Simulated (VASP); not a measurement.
A run of VASP 6.6.1 is set up as follows.

INCAR

```
ALGO     = Normal         # electronic algorithm
EDIFF    = 1E-6           # SCF threshold, eV
ENCUT    = 520            # plane-wave cutoff, eV
GGA      = PE             # functional
ISIF     = 2              # what is computed and relaxed
ISMEAR   = 0              # smearing method
LASPH    = T              # aspherical terms in the spheres
LCHARG   = F              # write CHGCAR
LREAL    = F              # projectors in reciprocal space
LWAVE    = F              # write WAVECAR
NBANDS   = 34             # bands
NELM     = 100            # most SCF steps
PREC     = Accurate       # precision mode
SIGMA    = 0.1            # smearing width, eV
```

The input KPOINTS:

```
k-points
0
Gamma
  4 4 4
```

File POSCAR:

```
Ga2GeO2
1.0
    3.8005328589      0.0000000000      0.0000000000
    0.0000000000      3.8005328589      0.0000000000
    0.0000000000      0.0000000000      5.4765609157
Ga Ge O
2 1 2
Direct
    0.5000000000      0.0000000000      0.1726705603
    0.0000000000      0.5000000000      0.1726705603
    0.5000000000      0.5000000000      0.6884199050
    0.5000000000      0.0000000000      0.8159611922
    0.0000000000      0.5000000000      0.8159611922
```

Potentials or basis: VASP PAW PBE potentials, release 64 (Ga_d, Ge_d, O).

Run with:

```console
$ cat potpaw_PBE.64/Ga_d/POTCAR potpaw_PBE.64/Ge_d/POTCAR potpaw_PBE.64/O/POTCAR > POTCAR
$ mpirun -np 1 vasp_std > vasp.out
```

Problem. Predict the pressure.

Solution. 0.1 GPa.

Problem. Estimate the band gap on the k mesh.

Solution. Zero (band 26 reaches 5.48 eV, above the bottom of band 27 at 2.65 eV).

Forces in eV/Å, atoms in the order of the input:
```
Ga   0.000  0.000  0.047
Ga   0.000  0.000  0.047
Ge   0.000  0.000 -0.061
O    0.000  0.000 -0.016
O    0.000  0.000 -0.016
```

Caveat: the k points lie up to 0.41 Å⁻¹ apart.
